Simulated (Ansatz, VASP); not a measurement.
**Two plane-wave programs on Si3N4**

```
Si N
1.0
    -3.25950    3.25950    3.25950
     3.25950   -3.25950    3.25950
     3.25950    3.25950   -3.25950
Si N
6 8
Cartesian
  2.4446 3.2595 -1.6297
  -1.6297 2.4446 3.2595
  0.8149 3.2595 1.6297
  1.6297 0.8149 3.2595
  3.2595 -1.6297 2.4446
  3.2595 1.6297 0.8149
  1.8308 1.8308 1.8308
  0.2011 -0.2011 3.0584
  1.4287 4.6882 -1.4287
  3.0584 0.2011 -0.2011
  -1.4287 1.4287 4.6882
  0.2011 0.2011 0.2011
  4.6882 -1.4287 1.4287
  -0.2011 3.0584 0.2011
```

Alike in both runs: task relaxation of the atoms; functional PBEsol; k mesh 6 × 6 × 6; occupations gaussian, width 0.02 eV; no spin polarisation.

|  | VASP | Ansatz |
| --- | --- | --- |
| version | VASP 6.6.1 | Ansatz 0.2.0 |
| potentials or method | VASP PAW PBE potentials, release 64 (Si, N), cutoff 520 eV | scalar-relativistic, plane waves, PAW |
| valence electrons in the cell | 64 | 64 |

|  | VASP | Ansatz | Ansatz less VASP |
| --- | --- | --- | --- |
| gap on the k mesh at the Fermi level, each at its own relaxed structure (eV) | 3.85 | 3.86 | +0.004 |

VASP's potentials were made for PBE, not for PBEsol. Ansatz's warnings: stress scf threshold loose.
